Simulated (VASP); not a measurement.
Here is a VASP 6.6.1 calculation.

File INCAR:

```
SYSTEM = TaRu
PREC = Accurate
ENCUT = 520
EDIFF = 1E-7
ISMEAR = -1
SIGMA = 0.05
LREAL = .False.
LASPH = .True.
NELM = 100
ALGO = Normal
ISIF = 2
LWAVE = .False.
LCHARG = .False.
GGA = CA
NBANDS = 20
```

File KPOINTS:

```
regular mesh
0
Gamma
  11 11 10
  0 0 0
```

File POSCAR:

```
TaRu
1.0
    2.9919400000      0.0000000000      0.0000000000
    0.0000000000      2.9919400000      0.0000000000
    0.0000000000      0.0000000000      3.3890000000
Ta Ru
1 1
Direct
    0.5000000000      0.5000000000      0.5000000000
    0.0000000000      0.0000000000      0.0000000000
```

Potentials or basis: VASP PAW LDA potentials, release 64 (Ta_pv, Ru_pv).

Command:

```bash
$ cat potpaw_LDA.64/Ta_pv/POTCAR potpaw_LDA.64/Ru_pv/POTCAR > POTCAR
$ mpirun -np 1 vasp_std > vasp.out
```

(1) Estimate the pressure.

Answers

(1) 1.4 GPa.

Caveat: the cell differs from its parent crystal (equal xx and yy strain of -2 %).
